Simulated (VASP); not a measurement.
The system is BaTiO3.

```
CELL_PARAMETERS angstrom
3.95549 0.00000 0.00000
0.00000 3.95549 0.00000
0.00000 0.00000 3.98338
ATOMIC_POSITIONS crystal
Ba 0.50000 0.50000 0.58252
Ti 0.00000 0.00000 0.09773
O 0.00000 0.50000 0.06348
O 0.50000 0.00000 0.06348
O 0.00000 0.00000 0.55279
```

This cell differs from its parent crystal: strain along c alone, the other axes held: -1.5 %.

* Program: VASP 6.6.1
* Task: relaxation of the atoms
* Functional: PBEsol
* Potentials or basis: VASP PAW PBE potentials, release 64 (Ba_sv, Ti_sv, O)
* Cutoff: 520 eV
* k mesh: 8 × 8 × 8
* Occupations: gaussian, width 0.02 eV
* Spin: no spin polarisation

At the start: pressure 4.9 GPa; volume 12.46 Å³/atom.

Q: Where does the relaxation end?

A: Over 6 steps the energy falls by 2.2 meV/atom at a fixed cell; space group P4mm (No. 99, to 0.1 Å) before and after.

The path:
| step | energy change (eV) | largest force (eV/Å) | pressure (GPa) |
| --- | --- | --- | --- |
| 1 | 0.0000 | 0.4262 | 4.85 |
| 2 | -0.0091 | 0.0961 | 3.97 |
| 3 | -0.0095 | 0.1045 | 3.77 |
| 4 | -0.0105 | 0.0660 | 3.73 |
| 5 | -0.0110 | 0.0297 | 3.70 |
| 6 | -0.0110 | 0.0054 | 3.65 |

Final structure:
```cif
data_structure
_symmetry_space_group_name_H-M 'P 1'
_symmetry_Int_Tables_number 1
_cell_length_a 3.9555
_cell_length_b 3.9555
_cell_length_c 3.9834
_cell_angle_alpha 90.000
_cell_angle_beta 90.000
_cell_angle_gamma 90.000
_cell_volume 62.32
loop_
_atom_site_label
_atom_site_type_symbol
_atom_site_fract_x
_atom_site_fract_y
_atom_site_fract_z
_atom_site_occupancy
Ba1 Ba 0.50000 0.50000 0.57785 1
Ti1 Ti 0.00000 0.00000 0.09018 1
O1 O 0.00000 0.50000 0.06613 1
O2 O 0.50000 0.00000 0.06613 1
O3 O 0.00000 0.00000 0.55970 1
```

Caveat: the cell differs from its parent crystal (strain along c alone, the other axes held: -1.5 %); the PAW data sets were made with another functional, which shifts forces and pressure a little.
